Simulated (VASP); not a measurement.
# PtSe2 (P-3m1) in VASP: single point with PBE+D3(BJ)

Aim: the single point of PtSe2 with PBE+D3(BJ).

Everything below comes from runs of VASP 6.6.1. Logs are shortened: lines on timing, memory, paths and dates and some standing lists are left out, and cuts for length are marked.

## 1. The cell of the first run

The structure is trigonal, space group P-3m1 (No. 164). Conventional cell: a = 4.073 Å, b = 4.073 Å, c = 4.822 Å, α = 90.00°, β = 90.00°, γ = 120.00°. Pt (site symmetry -3m) has 6 Se at 2.68 Å within 3.5 Å. Within 3.5 Å of Se (site symmetry 3m) lie 3 Pt at 2.68 Å and 6 Se at 3.26 to 3.48 Å.

## 2. Single point, PBE+D3(BJ) (strain +0.080 along x and y, +0.000 along z)

INCAR reads:

```
PREC = Accurate
ENCUT = 520
EDIFF = 1E-6
ISMEAR = 0
SIGMA = 0.15
LREAL = F
LASPH = T
NELM = 80
ALGO = Normal
ISIF = 2
LWAVE = F
LCHARG = T
GGA = PE
IVDW = 12
LELF = T
LVHAR = T
NBANDS = 18
```

KPOINTS reads:

```
Automatic mesh
0
Gamma
  12 12 10
```

POSCAR reads:

```
PtSe2
1.0
    4.0734386248      0.0000000000      0.0000000000
   -2.0367193124      3.5277013298      0.0000000000
    0.0000000000      0.0000000000      4.8218263543
Pt Se
1 2
Direct
    0.0000000000      0.0000000000      0.0000000000
    0.3333333333      0.6666666667      0.2655437501
    0.6666666667      0.3333333333      0.7344562499
```

Potentials or basis: VASP PAW PBE potentials, release 64 (Pt, Se).

The run is started by

```console
> cat potpaw_PBE.64/Pt/POTCAR potpaw_PBE.64/Se/POTCAR > POTCAR
> mpirun -np 1 vasp_std > vasp.out
```

OUTCAR:

```text
PREC = Accurate
   ENCUT = 520
   EDIFF = 1E-6
   ISMEAR = 0
   LREAL = F
   LASPH = T
   NELM = 80
   ISIF = 2
   GGA = PE
   IVDW = 12
 IVDW          = 12

 ion  position               nearest neighbor table
   1  0.000  0.000  0.000-   2 2.68   3 2.68   2 2.68   3 2.68   3 2.68   2 2.68
   2  0.333  0.667  0.266-   1 2.68   1 2.68   1 2.68
   3  0.667  0.333  0.734-   1 2.68   1 2.68   1 2.68

  LATTYP: Found a hexagonal cell.
 ALAT       =     4.0734386248
 C/A-ratio  =     1.1837238261

  Lattice vectors:

 A1 = (   4.0734386248,   0.0000000000,   0.0000000000)
 A2 = (  -2.0367193124,   3.5277013298,   0.0000000000)
 A3 = (   0.0000000000,   0.0000000000,   4.8218263543)

Analysis of symmetry for initial positions (statically):
=====================================================================
 Subroutine PRICEL returns:
 Original cell was already a primitive cell.

 Routine SETGRP: Setting up the symmetry group for a
 hexagonal supercell.

 Subroutine GETGRP returns: Found 12 space group operations
 (whereof 12 operations were pure point group operations)
 out of a pool of 24 trial point group operations.

The static configuration has the point symmetry D_3d.

Analysis of symmetry for dynamics (positions and initial velocities):
=====================================================================
 Subroutine PRICEL returns:
 Original cell was already a primitive cell.

 Routine SETGRP: Setting up the symmetry group for a
 hexagonal supercell.

 Subroutine GETGRP returns: Found 12 space group operations
 (whereof 12 operations were pure point group operations)
 out of a pool of 24 trial point group operations.

The dynamic configuration has the point symmetry D_3d.

 Subroutine INISYM returns: Found 12 space group operations
 (whereof 12 operations are pure point group operations),
 and found     1 'primitive' translations

----------------------------------------------------------------------------------------

                                     Primitive cell

  volume of cell :      69.2890

  direct lattice vectors                    reciprocal lattice vectors
     4.073438625  0.000000000  0.000000000     0.245492836  0.141735355  0.000000000
    -2.036719312  3.527701330  0.000000000     0.000000000  0.283470710  0.000000000
     0.000000000  0.000000000  4.821826354     0.000000000  0.000000000  0.207390297

  length of vectors
     4.073438625  4.073438625  4.821826354     0.283470710  0.283470710  0.207390297

  position of ions in fractional coordinates (direct lattice)
     0.000000000  0.000000000  0.000000000
     0.333333333  0.666666667  0.265543750
     0.666666667  0.333333333  0.734456250

  ion indices of the primitive-cell ions
   primitive index   ion index
                 1           1
                 2           2
                 3           3

----------------------------------------------------------------------------------------

 KPOINTS: Automatic mesh

Automatic generation of k-mesh.
 Grid dimensions read from file:
 generate k-points for:   12   12   10

 Generating k-lattice:

  Cartesian coordinates                     Fractional coordinates (reciprocal lattice)
     0.020457736  0.011811280  0.000000000     0.083333333  0.000000000  0.000000000
     0.000000000  0.023622559  0.000000000     0.000000000  0.083333333  0.000000000
     0.000000000  0.000000000  0.020739030     0.000000000  0.000000000  0.100000000

  Length of vectors
     0.023622559  0.023622559  0.020739030

  Shift w.r.t. Gamma in fractional coordinates (k-lattice)
     0.000000000  0.000000000  0.000000000

 Subroutine IBZKPT returns following result:
 ===========================================

 Found    162 irreducible k-points:

 Following reciprocal coordinates:
            Coordinates               Weight
  0.000000  0.000000  0.000000      1.000000
  0.083333  0.000000  0.000000      6.000000
  0.166667  0.000000  0.000000      6.000000
  0.250000  0.000000  0.000000      6.000000
  0.333333  0.000000  0.000000      6.000000
  0.416667  0.000000  0.000000      6.000000
[... 16 lines left out ...]
  0.166667  0.000000  0.100000      6.000000
  0.000000  0.166667  0.100000      6.000000
 [... further k-points ...]
   k-points           NKPTS =    162   k-points in BZ     NKDIM =    162   number of bands    NBANDS=     18
   number of dos      NEDOS =    301   number of ions     NIONS =      3
   total plane-waves  NPLWV =  32400
   dimension x,y,z NGX =    30 NGY =   30 NGZ =   36
   dimension x,y,z NGXF=    60 NGYF=   60 NGZF=   72
   ions per type =               1   2
   NGX,Y,Z   is equivalent  to a cutoff of  12.24, 12.24, 12.41 a.u.
   NGXF,Y,Z  is equivalent  to a cutoff of  24.49, 24.49, 24.82 a.u.
 SYSTEM =  unknown system
   PREC   = accura    normal or accurate (medium, high low for compatibility)
   ISTART =      0    job   : 0-new  1-cont  2-samecut
   ICHARG =      2    charge: 1-file 2-atom 10-const
   ISPIN  =      1    spin polarized calculation?
   LNONCOLLINEAR =      F non collinear calculations
   LSORBIT =      F    spin-orbit coupling
   LASPH  =      T    aspherical Exc in radial PAW
   ENCUT  =  520.0 eV  38.22 Ry    6.18 a.u.   7.57  7.57  8.97*2*pi/ulx,y,z
   NELM   =     80;   NELMIN=  2; NELMDL= -5     # of ELM steps
   EDIFF  = 0.1E-05   stopping-criterion for ELM
   LREAL  =      F    real-space projection
[... 7 lines left out ...]
   TEBEG  =    0.0;   TEEND  =   0.0 temperature during run
   PSTRESS=    0.0 pullay stress
   NELECT =      22.0000    total number of electrons
   NUPDOWN=      -1.0000    fix difference up-down
   EMIN   =  10.00;   EMAX   =-10.00  energy-range for DOS
   EFERMI =   0.00;   METHOD = LEGACY
   ISMEAR =     0;   SIGMA  =   0.15  broadening in eV -4-tet -1-fermi 0-gaus
   EFERMI_NEDOS =   21; number of points for ismear=-14 and -15
   IALGO  =     38    algorithm
   IMIX   =      4    mixing-type and parameters
     AMIX     =   0.40;   BMIX     =  1.00
     AMIX_MAG =   1.60;   BMIX_MAG =  1.00
  volume/ion in A,a.u.               =      23.10       155.86
  Fermi-wavevector in a.u.,A,eV,Ry     =   1.116848  2.110537 16.971230  1.247350
  Thomas-Fermi vector in A             =   2.253466
   LORBIT       =      0    0 simple, 1 ext, 2 COOP (PROOUT), +10 PAW based schemes
   GGA     = PE    functional components
   LHFCALC =     F    Hartree Fock is set to
   AEXX    =    0.0000 exact exchange contribution
   IVDW    =    12    specifies the selected vdW correction
   LEPSILON=     F    determine dielectric tensor
   LRPA    =     F    only Hartree local field effects (RPA)
 non-spin polarized calculation
 Gauss-broadening in eV      SIGMA  =   0.15
  energy-cutoff  :      520.00
  volume of cell :       69.29
 maximum number of plane-waves:      1890
   NGX = 15   NGY = 15   NGZ = 17

 number of electron      21.9999998 magnetization

 Free energy of the ion-electron system (eV)
  ---------------------------------------------------
  ext. energy  EPLUGINS =         0.00000000
  ---------------------------------------------------
  free energy    TOTEN  =       -13.78276630 eV

  energy without entropy =      -13.77165381  energy(sigma->0) =      -13.77721005

 E-fermi :   4.5741     XC(G=0): -10.0976

 val. band max:        4.5740126549   @ k =   0.0000   0.2500   0.2000
 cond. band min:       4.5769495796   @ k =   0.0833   0.0000   0.1000
 fundamental gap:      0.0029369246
 Fermi energy:         4.5740582932

 k-point     1 :       0.0000    0.0000    0.0000
  band No.  band energies     occupation
      1      -9.7458      2.00000
      2      -7.3257      2.00000
      3      -0.9181      2.00000
      4      -0.4267      2.00000
      5      -0.4267      2.00000
      6       1.7911      2.00000
[... 10 lines left out ...]
     17      11.8078      0.00000
     18      15.5939      0.00000

 k-point     2 :       0.0833    0.0000    0.0000
  band No.  band energies     occupation
      1      -9.6924      2.00000
      2      -7.3612      2.00000
      3      -0.8437      2.00000
      4      -0.3869      2.00000
      5      -0.3536      2.00000
      6       1.7086      2.00000
[... 10 lines left out ...]
     17      11.9666      0.00000
     18      14.9269      0.00000

 k-point     3 :       0.1667    0.0000    0.0000
  band No.  band energies     occupation
      1      -9.5375      2.00000
      2      -7.4612      2.00000
      3      -0.6355      2.00000
      4      -0.2720      2.00000
      5      -0.1400      2.00000
      6       1.3158      2.00000
[... 10 lines left out ...]
     17      12.3567      0.00000
     18      13.8840      0.00000

 k-point     4 :       0.2500    0.0000    0.0000
  band No.  band energies     occupation
      1      -9.2982      2.00000
      2      -7.6112      2.00000
      3      -0.3614      2.00000
      4      -0.0975      2.00000
      5       0.1700      2.00000
      6       0.6307      2.00000
[... 375 lines left out ...]
      4      -0.3972      2.00000
      5      -0.2775      2.00000
      6       1.6654      2.00000
[... 10 lines left out ...]
     17      12.1280      0.00000
     18      14.4360      0.00000

 k-point    23 :       0.1667    0.0000    0.1000
  band No.  band energies     occupation
      1      -9.4952      2.00000
      2      -7.5356      2.00000
      3      -0.5965      2.00000
      4      -0.2166      2.00000
      5      -0.1153      2.00000
      6       1.4147      2.00000
[... 10 lines left out ...]
     17      11.8431      0.00000
     18      13.2619      0.00000

 k-point    24 :       0.0000    0.1667    0.1000
  band No.  band energies     occupation
      1      -9.5001      2.00000
      2      -7.5210      2.00000
      3      -0.7240      2.00000
      4      -0.3078      2.00000
      5       0.0469      2.00000
      6       1.1687      2.00000
[... 10 lines left out ...]
     17      12.7883      0.00000
     18      13.4901      0.00000

 [... further k-points ...]

------------------------ aborting loop because EDIFF is reached ----------------------------------------

 Edisp (eV)   -1.25692

 E8    (eV) :    -0.5409

  FORCE on cell =-STRESS in cart. coord.  units (eV):
  Direction    XX          YY          ZZ          XY          YZ          ZX
  --------------------------------------------------------------------------------------
  -------------------------------------------------------------------------------------
  Total      -7.52657    -7.52657    -3.78077     0.00000     0.00000     0.00000
  in kB    -174.03752  -174.03752   -87.42313     0.00000     0.00000     0.00000
  external pressure =     -145.17 kB  Pullay stress =        0.00 kB

 VOLUME and BASIS-vectors are now :
 -----------------------------------------------------------------------------
  energy-cutoff  :      520.00
  volume of cell :       69.29
      direct lattice vectors                 reciprocal lattice vectors
     4.073438625  0.000000000  0.000000000     0.245492836  0.141735355  0.000000000
    -2.036719312  3.527701330  0.000000000     0.000000000  0.283470710  0.000000000
     0.000000000  0.000000000  4.821826354     0.000000000  0.000000000  0.207390297

 POSITION                                       TOTAL-FORCE (eV/Angst)
 -----------------------------------------------------------------------------------
      0.00000      0.00000      0.00000        -0.000000      0.000000      0.000000
     -0.00000      2.35180      1.28041         0.000000     -0.000000     -0.996693
      2.03672      1.17590      3.54142         0.000000      0.000000      0.996693
 -----------------------------------------------------------------------------------
    total drift:                               -0.000000      0.000000      0.000000

  FREE ENERGIE OF THE ION-ELECTRON SYSTEM (eV)
  ---------------------------------------------------
  free  energy   TOTEN  =       -15.0396817251 eV

  energy  without entropy=      -15.0285692373  energy(sigma->0) =      -15.03412548
```

Wall time 2.1 min (1 thread of Intel Xeon Platinum 8375C at 2.90GHz (Ice Lake), shared host); peak memory 0.34 GiB.

What came out:

```yaml
Free_energy: -15.0397 eV
Pressure: -14.5 GPa
Largest_force: 0.997 eV/Å
Band_gap_on_the_k_mesh: zero (bands 11 and 12 overlap by 0.80 eV)
Dispersion_energy_per_atom: -0.419 eV
```

Forces on the atoms (eV/Å):
```
Pt   0.000  0.000  0.000
Se   0.000  0.000 -0.997
Se   0.000  0.000  0.997
```

Caveat: the cell differs from its parent crystal (strain +0.080 along x and y, +0.000 along z); the stress differs along the axes, from -17 to -9 GPa; spin-orbit coupling is left out, which moves the levels of the heavy elements.
